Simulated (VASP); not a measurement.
A run of VASP 6.6.1:

File INCAR:

```
SYSTEM = Be16H
PREC = Accurate ; ENCUT = 520
EDIFF = 1E-6 ; ISMEAR = -1
SIGMA = 0.15 ; LREAL = Auto
LASPH = .True. ; NELM = 60
ALGO = Normal ; ISIF = 2
LWAVE = .False. ; LCHARG = .False.
GGA = PS ; NBANDS = 30
```

File KPOINTS:

```
Automatic mesh
0
Gamma
  4 4 3
  0 0 0
```

Contents of POSCAR:

```
Be16H
1.0
   -2.2900000000     -3.9663960000      0.0000000000
    3.4350000000     -1.9831980000      0.0000000000
    0.0000000000      0.0000000000      7.1768600000
Be H
16 1
Direct
    0.7505912951      0.5007062782      0.0041036052
    0.4999375246      0.3335924109      0.2484185284
    0.7503971953      0.5012336469      0.4954223713
    0.4781925989      0.3197738141      0.7493802304
    0.5001481400      0.0000067658     -0.0023624538
    0.2504548199      0.8326793413      0.2471714650
    0.4988326815      0.0001472608      0.4966419855
    0.2504509586      0.8218747293      0.7469589765
    0.2505033138      0.4996927478     -0.0007334684
    0.0009480615      0.3337269464      0.2484320441
    0.2503691335      0.4992894660      0.4959937912
    0.0224531335      0.3198429915      0.7493590512
    0.0010205618      0.0000771722     -0.0023970093
    0.7504779295      0.8363221131      0.2477674080
    0.0019756399      0.0001400918      0.4966447722
    0.7504612131      0.8679913182      0.7485132774
    0.7502517757      0.5030356816      0.7223574098
```

Potentials or basis: VASP PAW PBE potentials, release 64 (Be, H).

Run with:

```bash
$ cat potpaw_PBE.64/Be/POTCAR potpaw_PBE.64/H/POTCAR > POTCAR
$ mpirun -np 1 vasp_std > vasp.out
```

Hardware: 1 thread of Intel(R) Xeon(R) 6975P-C (Granite Rapids), with other jobs on the host.

Question: Estimate the wall time of this run.

Answer: It took 2.1 min on 1 thread of Intel(R) Xeon(R) 6975P-C (Granite Rapids), with other jobs on the host, peak memory 0.25 GiB. Counts: scf iterations 12, k points 26.
